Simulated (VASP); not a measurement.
Set up this calculation in VASP 6.6.1, as the native input.

| Item | Value |
| --- | --- |
| Task | single point |
| Functional | PBE |
| Potentials or basis | VASP PAW PBE potentials, release 64 (Mo_sv) |
| Cutoff | 520 eV |
| k mesh | 22 × 22 × 22 |
| Occupations | gaussian, width 0.15 eV |
| Spin | no spin polarisation |
| Dipole correction | no |
| Further INCAR settings | ALGO = Normal; EDIFF = 1e-07; NBANDS = 13 |

The structure of Mo lies in POSCAR:

```
Mo
1.0
    0.0000000000      1.9461902386      1.9461902386
    1.9461902386      0.0000000000      1.9461902386
    1.9461902386      1.9461902386      0.0000000000
Mo
1
Direct
    0.0000000000      0.0000000000      0.0000000000
```

This cell differs from its parent crystal: volume 14.743 Å^3 an atom, c/a of the conventional cell 1.0000.

The input as run:

INCAR

```
PREC = Accurate
ENCUT = 520
EDIFF = 1E-7
ISMEAR = 0
SIGMA = 0.15
LREAL = F
LASPH = T
NELM = 100
ALGO = Normal
ISIF = 2
LWAVE = F
LCHARG = F
GGA = PE
NBANDS = 13
```

KPOINTS

```
Automatic mesh
0
Gamma
  22 22 22
```

Potentials or basis: VASP PAW PBE potentials, release 64 (Mo_sv).

The run is started by

```bash
$ cat potpaw_PBE.64/Mo_sv/POTCAR > POTCAR
$ mpirun -np 1 vasp_std > vasp.out
```

It gave:

The pressure is 24.3 GPa and the band gap on the k mesh is zero (band 7 reaches 17.58 eV, above the bottom of band 8 at 12.27 eV).

Wall time 29 s on 1 thread of AMD EPYC 9R45 96-Core Processor (Zen 5) (shared host), peak memory 0.14 GiB.
